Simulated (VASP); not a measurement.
Here is a VASP 6.6.1 calculation.

POSCAR

```
AlNi3
1.0
    5.0091156652      0.0000000000      0.0000000000
   -2.5045578326      4.3380214166      0.0000000000
    0.0000000000      0.0000000000      4.0402563800
Al Ni
2 6
Direct
    0.6666666700      0.3333333300      0.2500000000
    0.3333333300      0.6666666700      0.7500000000
    0.3285200000      0.1642600000      0.7500000000
    0.8357400000      0.1642600000      0.7500000000
    0.8357400000      0.6714800000      0.7500000000
    0.6714800000      0.8357400000      0.2500000000
    0.1642600000      0.8357400000      0.2500000000
    0.1642600000      0.3285200000      0.2500000000
```

INCAR.step1

```
PREC = Accurate
ENCUT = 520
ISMEAR = 0
SIGMA = 0.1
LREAL = False
LASPH = True
NELM = 150
ISPIN = 2
MAGMOM = 0 0 -2 -2 -2 -2 -2 -2
LMAXMIX = 4
NBANDS = 47
GGA = PE
ALGO = Normal
EDIFF = 1E-4
LWAVE = True
LCHARG = False
```

Contents of INCAR.step2:

```
PREC = Accurate
ENCUT = 520
EDIFF = 1E-7
ISMEAR = 0
SIGMA = 0.1
LREAL = False
LASPH = True
NELM = 150
ALGO = Normal
ISIF = 2
LWAVE = False
LCHARG = True
ISPIN = 2
MAGMOM = 0 0 -2 -2 -2 -2 -2 -2
LORBIT = 11
LMAXMIX = 4
METAGGA = R2SCAN
LMIXTAU = True
LELF = True
LVHAR = True
NBANDS = 47
ISTART = 1
```

KPOINTS

```
regular mesh
0
Gamma
  6 6 4
```

Potentials or basis: VASP PAW PBE potentials, release 64 (Al, Ni).

The run is started by

```bash
$ cat potpaw_PBE.64/Al/POTCAR potpaw_PBE.64/Ni/POTCAR > POTCAR
$ cp INCAR.step1 INCAR
$ mpirun -np 1 vasp_std > vasp.out
$ cp INCAR.step2 INCAR
$ mpirun -np 1 vasp_std > vasp.out
```

Question: What does it give for the site moments?

Answer: Al +0.01; Ni -0.33 μB.

Question: Estimate the largest force.

Answer: 0.051 eV/Å.

Stress tensor (GPa, compression positive):
```
0.38 0.00 0.00
0.00 0.38 0.00
0.00 0.00 0.59
```

Caveat: the k points lie up to 0.39 Å⁻¹ apart; the PAW data sets were made with another functional, which shifts forces and pressure a little.
